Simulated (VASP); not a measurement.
Wanted: the native input for a VASP 6.6.1 run.

- Task: single point
- Functional: PBE
- Potentials or basis: VASP PAW PBE potentials, release 64 (Cu, N)
- Cutoff: 600 eV
- k mesh: 6 × 6 × 6
- Occupations: fermi-dirac, width 0.02 eV
- Spin: no spin polarisation
- Dipole correction: no
- Further INCAR settings: ALGO = Normal; EDIFF = 1e-06; NBANDS = 27

The structure of Cu3N lies in POSCAR:

```
Cu3N
1.0
    3.7893700625      0.0000000000      0.0000000000
    0.0000000000      3.7893700625      0.0000000000
    0.0000000000      0.0000000000      3.7893700625
Cu N
3 1
Direct
    0.5000000000      0.0000000000      0.0000000000
    0.0000000000      0.5000000000      0.0000000000
    0.0000000000      0.0000000000      0.5000000000
    0.0000000000      0.0000000000      0.0000000000
```

One way to write it, as run:

INCAR

```
PREC = Accurate
ENCUT = 600
EDIFF = 1E-6
ISMEAR = -1
SIGMA = 0.02
LREAL = False
LASPH = True
NELM = 120
ALGO = Normal
ISIF = 2
LWAVE = False
LCHARG = False
GGA = PE
NBANDS = 27
GGA_COMPAT = False
```

KPOINTS

```
regular mesh
0
Gamma
  6 6 6
```

Potentials or basis: VASP PAW PBE potentials, release 64 (Cu, N).

Launch:

```bash
$ cat potpaw_PBE.64/Cu/POTCAR potpaw_PBE.64/N/POTCAR > POTCAR
$ mpirun -np 1 vasp_std > vasp.out
```

It gave:

| Item | Value |
| --- | --- |
| Pressure | 4.7 GPa |
| Band gap on the k mesh | 0.14 eV, indirect (least direct gap 0.69 eV) |

Wall time 53 s on 1 thread of AMD EPYC 7R13, with other jobs on the host, peak memory 0.15 GiB.
